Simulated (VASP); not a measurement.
Crystal: Sc.

```xyz
1
Lattice="0.0000 2.2819 2.2478 2.2819 0.0000 2.2478 2.2819 2.2819 0.0000" Properties=species:S:1:pos:R:3 pbc="T T T"
Sc    0.0000    0.0000    0.0000
```

Base run:

- Program: VASP 6.6.1
- Functional: r2SCAN
- Potentials or basis: VASP PAW PBE potentials, release 64 (Sc_sv)
- Cutoff: 520 eV
- k mesh: 12 × 12 × 12
- Occupations: fermi-dirac, width 0.03 eV
- Spin: no spin polarisation

Its results: pressure 4.1 GPa.

Question: The run is repeated on the same cell with these changes: functional from r2SCAN to PBE. What comes out?

Answer: Pressure 3.0 GPa.

Caveats: the PAW data sets were made with another functional, which shifts forces and pressure a little (some runs).
